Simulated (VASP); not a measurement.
Here is a VASP 6.6.1 calculation.

The input INCAR:

```
PREC = Accurate ; ENCUT = 600
EDIFF = 1E-6 ; ISMEAR = 1
SIGMA = 0.05 ; LREAL = F
LASPH = T ; NELM = 80
ALGO = Normal ; ISIF = 3
LWAVE = F ; LCHARG = F
GGA = PS ; IBRION = 2
NSW = 80 ; EDIFFG = -0.02
PSTRESS = 50.0
```

Contents of KPOINTS:

```
Automatic mesh
0
Gamma
  6 6 6
```

The input POSCAR:

```
Na
1.0
    3.5100000000      0.0000000000      0.0000000000
    0.0000000000      3.5100000000      0.0000000000
    0.0000000000      0.0000000000      3.5100000000
Na
1
Direct
    0.0000000000      0.0000000000      0.0000000000
```

Potentials or basis: VASP PAW PBE potentials, release 64 (Na_pv).

Launch:

```bash
$ cat potpaw_PBE.64/Na_pv/POTCAR > POTCAR
$ mpirun -np 1 vasp_std > vasp.out
```

Question: Predict the relaxed volume.

Answer: 26.54 Å³/atom.

Question: Predict the band gap on the k mesh.

Answer: Zero (an odd number of electrons rules out a gap without spin polarisation).

Final structure:
```
Na
1.0
     2.98282    0.00000    0.00000
     0.00000    2.98282    0.00000
     0.00000    0.00000    2.98282
Na
1
Direct
  0.00000 0.00000 0.00000
```

Caveat: the cell is relaxed towards a set pressure, so the run minimises the enthalpy, not the energy; the volume moved by over 15 % at a fixed basis, so the end points are rough; the PAW data sets were made with another functional, which shifts forces and pressure a little.
